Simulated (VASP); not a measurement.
Nb, 1 atom in the cell. Symmetry: I4/mmm, No. 139, tetragonal system. Conventional cell: a = 2.931 Å, b = 2.931 Å, c = 4.230 Å, α = 90.00°, β = 90.00°, γ = 90.00°. Nb (site symmetry 4/mmm) has 12 Nb at 2.93 to 2.96 Å within 3.9 Å. 

- Program: VASP 6.6.1
- Task: single point
- Functional: PBEsol
- Potentials or basis: VASP PAW PBE potentials, release 64 (Nb_sv)
- Cutoff: 500 eV
- k mesh: 11 × 11 × 11
- Occupations: fermi-dirac, width 0.05 eV
- Spin: no spin polarisation
- Dipole correction: no
- Further INCAR settings: ALGO = Normal; EDIFF = 1e-06; NBANDS = 12

Potentials or basis: VASP PAW PBE potentials, release 64 (Nb_sv).

The run is started by

```sh
$ cat potpaw_PBE.64/Nb_sv/POTCAR > POTCAR
$ mpirun -np 1 vasp_std > vasp.out
```

Hardware: 1 thread of Intel Xeon 8259CL (shared host).

Q: Estimate the wall time of this run.

A: Run time: 19 s on 1 thread of Intel Xeon 8259CL (shared host), peak memory 0.15 GiB. Counts: scf iterations 11, k points 126.
